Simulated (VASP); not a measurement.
Set up this calculation in VASP 6.6.1, as the native input.

```
Task                   : single point
Functional             : PBE
Potentials or basis    : VASP PAW PBE potentials, release 64 (Ag, Cl)
Cutoff                 : 520 eV
k mesh                 : 8 × 8 × 6
Occupations            : gaussian, width 0.02 eV
Spin                   : no spin polarisation
Dipole correction      : no
Further INCAR settings : ALGO = Normal; EDIFF = 1e-07; NBANDS = 26
```

The structure of AgCl lies in POSCAR:

```
AgCl
1.0
    3.9092328923     -2.2577910414      0.0107292168
    3.9092328923      2.2577910414      0.0107292168
   -0.0243595667      0.0000000000      5.9747348169
Ag Cl
2 2
Direct
    0.1666440902      0.1666440902      0.7499895382
    0.8333559098      0.8333559098      0.2500104618
    0.8332186401      0.8332186401      0.7500099097
    0.1667813599      0.1667813599      0.2499900903
```

These files were run (other wordings do the same):

INCAR

```
PREC = Accurate
ENCUT = 520
EDIFF = 1E-7
ISMEAR = 0
SIGMA = 0.02
LREAL = F
LASPH = T
NELM = 100
ALGO = Normal
ISIF = 2
LWAVE = F
LCHARG = T
GGA = PE
LELF = T
LVHAR = T
NBANDS = 26
```

KPOINTS

```
regular mesh
0
Gamma
  8 8 6
```

Potentials or basis: VASP PAW PBE potentials, release 64 (Ag, Cl).

Command:

```bash
$ cat potpaw_PBE.64/Ag/POTCAR potpaw_PBE.64/Cl/POTCAR > POTCAR
$ mpirun -np 1 vasp_std > vasp.out
```

Results of the run:

```json
{
  "Pressure": "-0.1 GPa",
  "Band gap on the k mesh": "1.33 eV"
}
```

It took 2.6 min on 1 thread of Intel(R) Xeon(R) Platinum 8559C (Emerald Rapids), with other jobs on the host, peak memory 0.42 GiB.
